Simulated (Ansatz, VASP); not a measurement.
Rb in VASP and in Ansatz

Contents of INCAR:

```
SYSTEM = Rb
ALGO = Fast ; EDIFF = 1E-6
ENCUT = 520 ; GGA = PS
ISIF = 2 ; ISMEAR = 0
LASPH = .True. ; LCHARG = .False.
LREAL = .False. ; LWAVE = .False.
NBANDS = 46 ; NELM = 60
PREC = Accurate ; SIGMA = 0.1
```

The input KPOINTS:

```
k-points
0
Gamma
  2 2 2
  0 0 0
```

File POSCAR:

```
Rb
1.0
    9.0117450479      0.0000000000      0.0000000000
    0.0000000000      9.0117450479      0.0000000000
    0.0000000000      0.0000000000      9.0117450479
Rb
8
Direct
    0.5000000000      0.5000000000      0.5000000000
    0.0000000000      0.0000000000      0.0000000000
    0.2500000000      0.0000000000      0.5000000000
    0.5000000000      0.2500000000      0.0000000000
    0.5000000000      0.7500000000      0.0000000000
    0.7500000000      0.0000000000      0.5000000000
    0.0000000000      0.5000000000      0.7500000000
    0.0000000000      0.5000000000      0.2500000000
```

Input for Ansatz:

```yaml
crystal:
  lattice:
    - [9.0117450479, 0.0, 0.0]
    - [0.0, 9.0117450479, 0.0]
    - [0.0, 0.0, 9.0117450479]
  atoms:
    - { symbol: Rb, position: [0.5, 0.5, 0.5] }
    - { symbol: Rb, position: [0.0, 0.0, 0.0] }
    - { symbol: Rb, position: [0.25, 0.0, 0.5] }
    - { symbol: Rb, position: [0.5, 0.25, 0.0] }
    - { symbol: Rb, position: [0.5, 0.75, 0.0] }
    - { symbol: Rb, position: [0.75, 0.0, 0.5] }
    - { symbol: Rb, position: [0.0, 0.5, 0.75] }
    - { symbol: Rb, position: [0.0, 0.5, 0.25] }
basis:
  ecutwfc: 420
kpoints:
  mp_grid: { grid: [2, 2, 2] }
hamiltonian:
  xc: pbesol
scf:
  occupations: { method: gaussian, width: 0.1 }
  lower_state_search: "off"
output:
  forces: true
  stress: true
  eigenvalues: true
```

Alike in both runs: task single point; functional PBEsol; k mesh 2 × 2 × 2; occupations gaussian, width 0.1 eV; no spin polarisation.

|  | VASP | Ansatz |
| --- | --- | --- |
| version | VASP 6.6.1 | Ansatz 0.2.0 |
| potentials or method | VASP PAW PBE potentials, release 64 (Rb_sv), cutoff 520 eV | scalar-relativistic, plane waves, PAW |
| valence electrons in the cell | 72 | 72 |

```csv
,VASP,Ansatz,Ansatz less VASP
gap on the k mesh at the Fermi level (eV),none,none,-
pressure (GPa),-0.1,-0.1,0.00
```

VASP's potentials were made for PBE, not for PBEsol. A gap of «none» marks a metal or a gap that the smearing closes.
